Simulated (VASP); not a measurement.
Input of a VASP 6.6.1 run:

Contents of INCAR:

```
  PREC = Accurate
  ENCUT = 520
  EDIFF = 1E-6
  ISMEAR = 0
  SIGMA = 0.15
  LREAL = False
  LASPH = True
  NELM = 100
  ALGO = Normal
  ISIF = 2
  LWAVE = False
  LCHARG = False
  GGA = PS
  NBANDS = 15
```

File KPOINTS:

```
Automatic mesh
0
Gamma
  10 12 12
```

The input POSCAR:

```
TiSi
1.0
    3.7931646537      0.0000000000      0.0000000000
    0.0000000000      1.8028455847      2.0659937852
    0.0000000000     -1.8028455847      2.0659937852
Ti Si
1 1
Direct
    0.0000000000      0.0507344297      0.0507344297
    0.5000000000      0.5507655703      0.5507655703
```

Potentials or basis: VASP PAW PBE potentials, release 64 (Ti_sv, Si).

The run is started by

```console
$ cat potpaw_PBE.64/Ti_sv/POTCAR potpaw_PBE.64/Si/POTCAR > POTCAR
$ mpirun -np 1 vasp_std > vasp.out
```

Question: Predict the band gap on the k mesh.

Answer: Zero (bands 8 and 9 overlap by 1.77 eV).

Question: Estimate the pressure.

Answer: 0.0 GPa.

Stress tensor (GPa, compression positive):
```
 0.03  0.00  0.00
 0.00  0.15  0.00
 0.00  0.00 -0.13
```

Caveat: the PAW data sets were made with another functional, which shifts forces and pressure a little.
